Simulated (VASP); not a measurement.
Wanted: the native input for a VASP 6.6.1 run.

```
Task                   : single point
Functional             : LDA
Potentials or basis    : VASP PAW LDA potentials, release 64 (Ni)
Cutoff                 : 520 eV
k mesh                 : 15 × 15 × 15
Occupations            : fermi-dirac, width 0.1 eV
Spin                   : collinear spin, ferromagnetic start
Starting moments       : [0.7] μB
Fixed moment           : 0.7 μB
Dipole correction      : no
Further INCAR settings : ALGO = Normal; EDIFF = 1e-06; NBANDS = 15
```

The structure of Ni lies in POSCAR:

```
Ni
1.0
    0.0000000000      1.7672600000      1.7672600000
    1.7672600000      0.0000000000      1.7672600000
    1.7672600000      1.7672600000      0.0000000000
Ni
1
Direct
    0.0000000000      0.0000000000      0.0000000000
```

These files were run (other wordings do the same):

INCAR

```
SYSTEM = Ni
PREC     = Accurate       ! precision mode
ENCUT    = 520            ! plane-wave cutoff, eV
EDIFF    = 1E-6           ! SCF threshold, eV
ISMEAR   = -1             ! smearing method
SIGMA    = 0.1            ! smearing width, eV
LREAL    = .False.        ! projectors in reciprocal space
LASPH    = .True.         ! aspherical terms in the spheres
NELM     = 150            ! most SCF steps
ALGO     = Normal         ! electronic algorithm
ISIF     = 2              ! what is computed and relaxed
LWAVE    = .False.        ! write WAVECAR
LCHARG   = .False.        ! write CHGCAR
ISPIN    = 2              ! spin polarisation
MAGMOM   = 0.7            ! initial moments
LORBIT   = 11             ! projections on sites
NUPDOWN  = 0.7            ! fixed moment
LMAXMIX  = 4              ! l up to which the mixer works
NBANDS   = 15             ! bands
```

KPOINTS

```
regular mesh
0
Gamma
  15 15 15
  0 0 0
```

Potentials or basis: VASP PAW LDA potentials, release 64 (Ni).

Run with:

```console
$ cat potpaw_LDA.64/Ni/POTCAR > POTCAR
$ mpirun -np 1 vasp_std > vasp.out
```

It gave:

| Quantity | Value |
| --- | --- |
| Pressure | -18.3 GPa |
| Net moment | 0.70 μB per cell |
| Site moments | Ni +0.70 μB |
| Valence electrons inside the program's atomic spheres | Ni 9.29 |

Caveat: the cell stands under tension; the total moment is fixed, so each spin has its own Fermi level.

It took 63 s on 1 thread of AMD EPYC 7R13, on a shared host, peak memory 0.11 GiB.
